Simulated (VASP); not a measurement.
# BaTiO3 (P1) in VASP: further runs

BaTiO3 is run at these levels: PBE, PBEsol, PBEsol+U; tasks: single point.

Everything below comes from runs of VASP 6.6.1. Logs are shortened: lines on timing, memory, paths and dates and some standing lists are left out, and cuts for length are marked.

## 1. The cell of the first run

The typed cell holds 10 atoms: a = 4.004 Å, b = 5.655 Å, c = 5.670 Å, α = 90.00°, β = 90.21°, γ = 90.00°.

## 2. Single point, PBE

File INCAR:

```
SYSTEM = BaTiO3
PREC = Accurate
ENCUT = 520
EDIFF = 1E-6
ISMEAR = -1
SIGMA = 0.05
LREAL = .False.
LASPH = .True.
NELM = 80
ALGO = Normal
ISIF = 2
LWAVE = .False.
LCHARG = .False.
GGA = PE
NBANDS = 51
```

File KPOINTS:

```
Automatic mesh
0
Gamma
  7 5 5
  0 0 0
```

File POSCAR:

```
BaTiO3
1.0
   -2.8276681600     -1.6325549700     -2.3177316100
    2.8276681600     -4.8976649200      0.0000000000
   -2.8276681600     -1.6325549700      4.6354632200
Ba Ti O
2 2 6
Direct
    0.0157454600      0.9951067300      0.9732589900
    0.9842545400      0.5048932700      0.5267410100
    0.5038597100      0.9895382000      0.5036220000
    0.4681402900      0.5104618000      0.0243780000
    0.5305500000      0.2316233900      0.7331572700
    0.4862500000      0.7582766100      0.2399427300
    0.4792171100      0.7573442300      0.7334846100
    0.5375828900      0.2527557700      0.2396153900
    0.9908878400      0.0289311200      0.4795032700
    0.0461121600      0.4710688800      0.0036967300
```

Potentials or basis: VASP PAW PBE potentials, release 64 (Ba_sv, Ti_sv, O).

Command:

```console
cat potpaw_PBE.64/Ba_sv/POTCAR potpaw_PBE.64/Ti_sv/POTCAR potpaw_PBE.64/O/POTCAR > POTCAR
mpirun -np 1 vasp_std > vasp.out
```

OUTCAR:

```text
SYSTEM = BaTiO3
   PREC = Accurate
   ENCUT = 520
   EDIFF = 1E-6
   ISMEAR = -1
   LREAL = .False.
   LASPH = .True.
   NELM = 80
   ISIF = 2
   GGA = PE

 ion  position               nearest neighbor table
   1  0.016  0.995  0.973-   7 2.67  10 2.70   5 2.72   6 2.76   9 2.81   5 2.81   8 2.84   7 2.87
                             9 2.88   6 2.93   8 2.96  10 2.97   4 3.30   3 3.31   3 3.35   4 3.44
   2  0.984  0.505  0.527-   5 2.66   9 2.71   7 2.71  10 2.72   7 2.74   8 2.80   5 2.92   6 2.94
                             6 2.96   9 2.98  10 2.98   8 3.10   3 3.35   4 3.42   3 3.44   4 3.45
   3  0.504  0.990  0.504-   7 1.85   5 1.89   9 1.97   6 1.99   9 2.07   8 2.12   1 3.31   2 3.35
                             1 3.35   2 3.44   2 3.49   1 3.58   2 3.58   1 3.65
   4  0.468  0.510  0.024-  10 1.71   6 1.86   8 1.92   7 2.16   5 2.30  10 2.33   1 3.30   2 3.42
                             1 3.44   2 3.45   2 3.50   2 3.51   1 3.52   1 3.66
   5  0.531  0.232  0.733-   3 1.89   4 2.30   2 2.66   1 2.72   1 2.81   2 2.92
   6  0.486  0.758  0.240-   4 1.86   3 1.99   1 2.76   1 2.93   2 2.94   2 2.96
   7  0.479  0.757  0.733-   3 1.85   4 2.16   1 2.67   2 2.71   2 2.74   1 2.87
   8  0.538  0.253  0.240-   4 1.92   3 2.12   2 2.80   1 2.84   1 2.96   2 3.10
   9  0.991  0.029  0.480-   3 1.97   3 2.07   2 2.71   1 2.81   1 2.88   2 2.98
  10  0.046  0.471  0.004-   4 1.71   4 2.33   1 2.70   2 2.72   1 2.97   2 2.98

  LATTYP: Found a simple monoclinic cell.
 ALAT       =     4.0041007441
 B/A-ratio  =     1.4123861215
 C/A-ratio  =     1.4160386456
 COS(beta)  =    -0.0036478142

  Lattice vectors:

 A1 = (  -2.8276681600,  -1.6325549700,  -2.3177316100)
 A2 = (   2.8276681600,  -4.8976649200,   0.0000000000)
 A3 = (  -2.8276681600,  -1.6325549700,   4.6354632200)

Analysis of symmetry for initial positions (statically):
=====================================================================
 Subroutine PRICEL returns:
 Original cell was already a primitive cell.

 Routine SETGRP: Setting up the symmetry group for a
 simple monoclinic supercell.

 Subroutine GETGRP returns: Found  1 space group operations
 (whereof  1 operations were pure point group operations)
 out of a pool of  4 trial point group operations.

The static configuration has the point symmetry C_1 .

Analysis of symmetry for dynamics (positions and initial velocities):
=====================================================================
 Subroutine PRICEL returns:
 Original cell was already a primitive cell.

 Routine SETGRP: Setting up the symmetry group for a
 simple monoclinic supercell.

 Subroutine GETGRP returns: Found  1 space group operations
 (whereof  1 operations were pure point group operations)
 out of a pool of  4 trial point group operations.

The dynamic configuration has the point symmetry C_1 .

 Subroutine INISYM returns: Found  1 space group operations
 (whereof  1 operations are pure point group operations),
 and found     1 'primitive' translations

----------------------------------------------------------------------------------------

                                     Primitive cell

  volume of cell :     128.3928

  direct lattice vectors                    reciprocal lattice vectors
    -2.827668160 -1.632554970 -2.317731610    -0.176824143 -0.102089467 -0.143818780
     2.827668160 -4.897664920  0.000000000     0.088412072 -0.153134200  0.000000000
    -2.827668160 -1.632554970  4.635463220    -0.088412072 -0.051044733  0.143818780

  length of vectors
     4.004100744  5.655336320  5.669961395     0.249745628  0.176824143  0.176369217

  position of ions in fractional coordinates (direct lattice)
     0.015745460  0.995106730  0.973258990
     0.984254540  0.504893270  0.526741010
     0.503859710  0.989538200  0.503622000
     0.468140290  0.510461800  0.024378000
     0.530550000  0.231623390  0.733157270
     0.486250000  0.758276610  0.239942730
     0.479217110  0.757344230  0.733484610
     0.537582890  0.252755770  0.239615390
     0.990887840  0.028931120  0.479503270
     0.046112160  0.471068880  0.003696730

  ion indices of the primitive-cell ions
   primitive index   ion index
                 1           1
                 2           2
                 3           3
                 4           4
                 5           5
                 6           6
                 7           7
                 8           8
                 9           9
                10          10

----------------------------------------------------------------------------------------

 KPOINTS: Automatic mesh

Automatic generation of k-mesh.
 Grid dimensions read from file:
 generate k-points for:    7    5    5

 Generating k-lattice:

  Cartesian coordinates                     Fractional coordinates (reciprocal lattice)
    -0.025260592 -0.014584210 -0.020545540     0.142857143  0.000000000 -0.000000000
[... 66 lines left out ...]
  Fermi-wavevector in a.u.,A,eV,Ry     =   1.398271  2.642349 26.601582  1.955161
  Thomas-Fermi vector in A             =   2.521445
   LORBIT       =      0    0 simple, 1 ext, 2 COOP (PROOUT), +10 PAW based schemes
   GGA     = PE    functional components
   LHFCALC =     F    Hartree Fock is set to
   AEXX    =    0.0000 exact exchange contribution
   IVDW    =     0    specifies the selected vdW correction
   LEPSILON=     F    determine dielectric tensor
   LRPA    =     F    only Hartree local field effects (RPA)
 non-spin polarized calculation
  energy-cutoff  :      520.00
  volume of cell :      128.39
 maximum number of plane-waves:      3482
 NGX is ok and might be reduce to    30
   NGX = 15   NGY = 21   NGZ = 21

 number of electron      80.0000016 magnetization

 Free energy of the ion-electron system (eV)
  ---------------------------------------------------
  ext. energy  EPLUGINS =         0.00000000
  ---------------------------------------------------
  free energy    TOTEN  =       -78.97960023 eV

  energy without entropy =      -78.97960023  energy(sigma->0) =      -78.97960023

 E-fermi :   5.1553     XC(G=0): -11.2185

 val. band max:        3.9940128208   @ k =   0.4286   0.0000   0.0000
 cond. band min:       6.2302246133   @ k =   0.0000   0.0000   0.0000
 fundamental gap:      2.2362117925
 Fermi energy:         5.1553315961

 k-point     1 :       0.0000    0.0000    0.0000
  band No.  band energies     occupation
      1     -52.4156      2.00000
      2     -52.3980      2.00000
      3     -28.8984      2.00000
      4     -28.7409      2.00000
      5     -28.7284      2.00000
      6     -28.6693      2.00000
[... 43 lines left out ...]
     50       8.9019      0.00000
     51       9.1830      0.00000

 k-point     2 :       0.1429   -0.0000    0.0000
  band No.  band energies     occupation
      1     -52.4154      2.00000
      2     -52.3978      2.00000
      3     -28.9078      2.00000
      4     -28.7404      2.00000
      5     -28.7281      2.00000
      6     -28.6692      2.00000
[... 43 lines left out ...]
     50       9.2720      0.00000
     51       9.6300      0.00000

 k-point     3 :       0.2857   -0.0000    0.0000
  band No.  band energies     occupation
      1     -52.4150      2.00000
      2     -52.3974      2.00000
      3     -28.9289      2.00000
      4     -28.7394      2.00000
      5     -28.7273      2.00000
      6     -28.6692      2.00000
[... 43 lines left out ...]
     50      10.1444      0.00000
     51      10.3160      0.00000
[... 1027 lines left out ...]
 k-point    23 :      -0.4286    0.0000    0.2000
  band No.  band energies     occupation
      1     -52.4146      2.00000
      2     -52.3971      2.00000
      3     -28.9456      2.00000
      4     -28.7371      2.00000
      5     -28.7231      2.00000
      6     -28.6764      2.00000
[... 43 lines left out ...]
     50      10.7733      0.00000
     51      10.8487      0.00000

 k-point    24 :      -0.2857    0.0000    0.2000
  band No.  band energies     occupation
      1     -52.4150      2.00000
      2     -52.3974      2.00000
      3     -28.9288      2.00000
      4     -28.7380      2.00000
      5     -28.7237      2.00000
      6     -28.6728      2.00000
[... 43 lines left out ...]
     50      10.3329      0.00000
     51      10.5314      0.00000

 [... further k-points ...]

------------------------ aborting loop because EDIFF is reached ----------------------------------------

  FORCE on cell =-STRESS in cart. coord.  units (eV):
  Direction    XX          YY          ZZ          XY          YZ          ZX
  --------------------------------------------------------------------------------------
  -------------------------------------------------------------------------------------
  Total        8.9137453      7.7647036      8.3314300      1.1478130     -0.2693410      1.6670296
  in kB      111.2321057     96.8935393    103.9655577     14.3232338     -3.3610301     20.8023911
  external PRESSURE =     104.0304009 kB  Pullay stress =       0.0000000 kB

 VOLUME and BASIS-vectors are now :
 -----------------------------------------------------------------------------
  energy-cutoff  :      520.00
  volume of cell :      128.39
      direct lattice vectors                 reciprocal lattice vectors
    -2.827668160 -1.632554970 -2.317731610    -0.176824143 -0.102089467 -0.143818780
     2.827668160 -4.897664920  0.000000000     0.088412072 -0.153134200  0.000000000
    -2.827668160 -1.632554970  4.635463220    -0.088412072 -0.051044733  0.143818780

 POSITION                                       TOTAL-FORCE (eV/Angst)
 -----------------------------------------------------------------------------------
      0.01726     -6.48830      4.47501         0.202104     -0.870909      1.281956
     -2.84492     -4.93958      0.16045         0.009505      0.975100     -1.023391
     -0.05074     -6.49120      1.16671         1.617596     -2.101409     -0.722663
      0.05074     -3.30413     -0.97202        -3.114818      0.672317     -0.986376
     -2.91839     -3.19749      2.16885         0.725318     -0.525633      0.884208
      0.09072     -4.89933     -0.01475        -0.444062      0.291801     -0.433375
     -1.28760     -5.68902      2.28934        -1.446499      0.548930      0.218731
     -1.48295     -2.50673     -0.13524         1.294012     -0.297069     -0.123043
     -4.07597     -2.54219     -0.07389        -1.339343      0.875204     -0.283703
      1.19118     -2.38845     -0.08974         2.496187      0.431669      1.187657
 -----------------------------------------------------------------------------------
    total drift:                               -0.000238      0.000388      0.000525

  FREE ENERGIE OF THE ION-ELECTRON SYSTEM (eV)
  ---------------------------------------------------
  free  energy   TOTEN  =       -78.9796002318 eV

  energy  without entropy=      -78.9796002318  energy(sigma->0) =      -78.97960023
```

Wall time 5.6 min (1 thread of Intel Xeon 6975P-C (Granite Rapids), shared host); peak memory 0.55 GiB.

What came out:

| Quantity | Value |
| --- | --- |
| Free energy | -78.9796 eV |
| Pressure | 10.4 GPa |
| Largest force | 3.336 eV/Å |
| Band gap on the k mesh | 2.24 eV (least direct gap 2.33 eV) |

Forces in eV/Å, atoms in the order of the input:
```
Ba   0.202 -0.871  1.282
Ba   0.010  0.975 -1.023
Ti   1.618 -2.101 -0.723
Ti  -3.115  0.672 -0.986
O    0.725 -0.526  0.884
O   -0.444  0.292 -0.433
O   -1.446  0.549  0.219
O    1.294 -0.297 -0.123
O   -1.339  0.875 -0.284
O    2.496  0.432  1.188
```

Caveat: the cell stands under pressure; spin-orbit coupling is left out, which moves the levels of the heavy elements; an odd mesh through Γ misses points on the zone boundary, where band edges can lie; forces of over 1 eV/Å act on the atoms, so gaps and moduli don't describe the material at rest.

## 3. Single point, PBEsol

File INCAR:

```
SYSTEM = BaTiO3
PREC     = Accurate       ! precision mode
ENCUT    = 520            ! plane-wave cutoff, eV
EDIFF    = 1E-6           ! SCF threshold, eV
ISMEAR   = -1             ! smearing method
SIGMA    = 0.05           ! smearing width, eV
LREAL    = .FALSE.        ! projectors in reciprocal space
LASPH    = .TRUE.         ! aspherical terms in the spheres
NELM     = 100            ! most SCF steps
ALGO     = Normal         ! electronic algorithm
ISIF     = 2              ! what is computed and relaxed
LWAVE    = .FALSE.        ! write WAVECAR
LCHARG   = .FALSE.        ! write CHGCAR
GGA      = PS             ! functional
NBANDS   = 51             ! bands
```

File KPOINTS:

```
regular mesh
0
G
  7 5 5
  0 0 0
```

POSCAR is that of step 2.

Potentials or basis: VASP PAW PBE potentials, release 64 (Ba_sv, Ti_sv, O).

Command:

```console
cat potpaw_PBE.64/Ba_sv/POTCAR potpaw_PBE.64/Ti_sv/POTCAR potpaw_PBE.64/O/POTCAR > POTCAR
mpirun -np 1 vasp_std > vasp.out
```

Wall time 15 min (1 thread of Intel Xeon 8259CL, shared host); peak memory 0.56 GiB.

Results (log left out):

| Item | Value |
| --- | --- |
| Free energy | -83.0464 eV |
| Pressure | 4.2 GPa |
| Largest force | 3.252 eV/Å |
| Band gap on the k mesh | 2.20 eV (least direct gap 2.29 eV) |

Forces on the atoms (eV/Å):
```
Ba   0.218 -0.881  1.229
Ba  -0.013  0.982 -0.961
Ti   1.568 -2.108 -0.695
Ti  -3.056  0.690 -0.874
O    0.704 -0.437  0.817
O   -0.434  0.315 -0.426
O   -1.365  0.508  0.185
O    1.307 -0.313 -0.136
O   -1.316  0.870 -0.233
O    2.387  0.374  1.092
```

Stress tensor (GPa, compression positive):
```
 4.89  1.43  2.10
 1.43  3.36 -0.32
 2.10 -0.32  4.22
```

Levels at points of the mesh, in eV from the valence-band top:
| k point | band 38 | band 39 | band 40 | band 41 | band 42 | band 43 |
| --- | --- | --- | --- | --- | --- | --- |
| (0.00, 0.00, 0.00) | -0.40 | -0.29 | -0.09 | 2.20 | 2.39 | 2.46 |

Caveat: the cell stands under pressure; the PAW data sets were made with another functional, which shifts forces and pressure a little; spin-orbit coupling is left out, which moves the levels of the heavy elements; an odd mesh through Γ misses points on the zone boundary, where band edges can lie.

## 4. Single point, PBEsol+U

File INCAR:

```
SYSTEM = BaTiO3
PREC = Accurate ; ENCUT = 520
EDIFF = 1E-6 ; ISMEAR = -1
SIGMA = 0.05 ; LREAL = .FALSE.
LASPH = .TRUE. ; NELM = 150
ALGO = Normal ; ISIF = 2
LWAVE = .FALSE. ; LCHARG = .FALSE.
LMAXMIX = 4 ; LDAU = .TRUE.
LDAUTYPE = 2 ; LDAUL = -1 2 -1
LDAUU = 0 1 0 ; LDAUJ = 0 0 0
LDAUPRINT = 1 ; GGA = PS
NBANDS = 51
```

File KPOINTS:

```
Automatic mesh
0
G
  7 5 5
  0 0 0
```

POSCAR is that of step 3.

Command:

```console
cat potpaw_PBE.64/Ba_sv/POTCAR potpaw_PBE.64/Ti_sv/POTCAR potpaw_PBE.64/O/POTCAR > POTCAR
mpirun -np 1 vasp_std > vasp.out
```

It took 12 min on 1 thread of Oxide Virtual Turin-like, shared host; peak memory 0.52 GiB.

The run converged. Its results:

* Free energy: -81.5660 eV
* Pressure: 5.1 GPa
* Largest force: 3.451 eV/Å
* Band gap on the k mesh: 2.30 eV (least direct gap 2.38 eV)

Forces on the atoms (eV/Å):
```
Ba   0.223 -0.891  1.240
Ba  -0.017  0.991 -0.963
Ti   1.724 -2.077 -0.820
Ti  -3.177  0.631 -1.190
O    0.696 -0.554  0.900
O   -0.432  0.233 -0.370
O   -1.468  0.567  0.281
O    1.217 -0.268 -0.075
O   -1.350  0.846 -0.255
O    2.585  0.521  1.252
```

Stress tensor (GPa, compression positive):
```
 5.82  1.53  2.14
 1.53  4.41 -0.26
 2.14 -0.26  5.10
```

Levels at points of the mesh, in eV from the valence-band top:
| k point | band 37 | band 38 | band 39 | band 40 | band 41 | band 42 | band 43 | band 44 |
| --- | --- | --- | --- | --- | --- | --- | --- | --- |
| (0.00, 0.00, 0.00) | -0.56 | -0.40 | -0.29 | -0.09 | 2.30 | 2.47 | 2.55 | 3.84 |

Eigenvalues of the final occupation matrices:
```csv
site,spin,trace,eigenvalues
site 3 d,1,0.89,0.12 0.12 0.13 0.25 0.27
site 3 d,2,0.89,0.12 0.12 0.13 0.25 0.27
site 4 d,1,0.97,0.13 0.15 0.15 0.24 0.30
site 4 d,2,0.97,0.13 0.15 0.15 0.24 0.30
```

Caveat: the cell stands under pressure; the PAW data sets were made with another functional, which shifts forces and pressure a little; spin-orbit coupling is left out, which moves the levels of the heavy elements; an odd mesh through Γ misses points on the zone boundary, where band edges can lie.

## 5. Single point, PBEsol+U

File INCAR:

```
SYSTEM = BaTiO3
PREC = Accurate ; ENCUT = 520
EDIFF = 1E-6 ; ISMEAR = -1
SIGMA = 0.05 ; LREAL = .False.
LASPH = .True. ; NELM = 150
ALGO = Normal ; ISIF = 2
LWAVE = .False. ; LCHARG = .True.
LMAXMIX = 4 ; LDAU = .True.
LDAUTYPE = 2 ; LDAUL = -1 2 -1
LDAUU = 0 5 0 ; LDAUJ = 0 0 0
LDAUPRINT = 1 ; GGA = PS
LELF = .True. ; LVHAR = .True.
NBANDS = 51
```

File KPOINTS:

```
Automatic mesh
0
Gamma
  7 5 5
  0 0 0
```

POSCAR is that of step 4.

Command:

```console
cat potpaw_PBE.64/Ba_sv/POTCAR potpaw_PBE.64/Ti_sv/POTCAR potpaw_PBE.64/O/POTCAR > POTCAR
mpirun -np 1 vasp_std > vasp.out
```

Run time: 15 min. Hardware: 1 thread of AMD EPYC 9755, shared host; peak memory 0.51 GiB.

The run converged. Its results:

```yaml
Free_energy: -75.9095 eV
Pressure: 8.9 GPa
Largest_force: 4.460 eV/Å
Band_gap_on_the_k_mesh: 2.74 eV (least direct gap 2.80 eV)
```

Forces in eV/Å, atoms in the order of the input:
```
Ba   0.242 -0.931  1.284
Ba  -0.036  1.028 -0.971
Ti   2.362 -1.937 -1.332
Ti  -3.675  0.385 -2.497
O    0.663 -1.036  1.238
O   -0.423 -0.115 -0.135
O   -1.892  0.816  0.678
O    0.844 -0.078  0.175
O   -1.487  0.743 -0.351
O    3.402  1.126  1.910
```

Stress tensor (GPa, compression positive):
```
9.53 1.92 2.29
1.92 8.63 0.00
2.29 0.00 8.61
```

Levels at points of the mesh, in eV from the valence-band top:
| k point | band 37 | band 38 | band 39 | band 40 | band 41 | band 42 | band 43 | band 44 |
| --- | --- | --- | --- | --- | --- | --- | --- | --- |
| (0.00, 0.00, 0.00) | -0.57 | -0.43 | -0.31 | -0.07 | 2.74 | 2.86 | 2.97 | 4.18 |

Eigenvalues of the final occupation matrices:
| site | spin | trace | eigenvalues |
| --- | --- | --- | --- |
| site 3 d | 1 | 0.82 | 0.10 0.10 0.11 0.24 0.26 |
| site 3 d | 2 | 0.82 | 0.10 0.10 0.11 0.24 0.26 |
| site 4 d | 1 | 0.89 | 0.10 0.13 0.13 0.23 0.30 |
| site 4 d | 2 | 0.89 | 0.10 0.13 0.13 0.23 0.30 |

Caveat: the cell stands under pressure; the PAW data sets were made with another functional, which shifts forces and pressure a little; spin-orbit coupling is left out, which moves the levels of the heavy elements; an odd mesh through Γ misses points on the zone boundary, where band edges can lie.

## 6. The runs side by side

```csv
level,U,gap on the mesh (eV),pressure (GPa),largest force (eV/Å)
PBE,-,2.24,10.4,3.34
PBEsol,-,2.20,4.2,3.25
PBEsol+U,Ti d U = 1.0 eV,2.30,5.1,3.45
PBEsol+U,Ti d U = 5.0 eV,2.74,8.9,4.46
```

Alike in all rows: task single point; potentials or basis VASP PAW PBE potentials, release 64 (Ba_sv, Ti_sv, O); no spin polarisation; cell as given; k mesh 7 × 5 × 5; cutoff (eV) 520; smearing fermi-dirac 0.05 eV.

On the cell as given the gap runs from 2.20 eV (PBEsol) to 2.74 eV (PBEsol+U). The pressure there spans 4.2 GPa (PBEsol) to 10.4 GPa (PBE); a positive pressure means that this level wants a larger cell, a negative one a smaller.

Caveats: the cell stands under pressure; spin-orbit coupling is left out, which moves the levels of the heavy elements; an odd mesh through Γ misses points on the zone boundary, where band edges can lie; the PAW data sets were made with another functional, which shifts forces and pressure a little (at least some runs); forces of over 1 eV/Å act on the atoms, so gaps and moduli don't describe the material at rest (at least some runs).

Absolute energies hang on the potentials; compare differences alone.
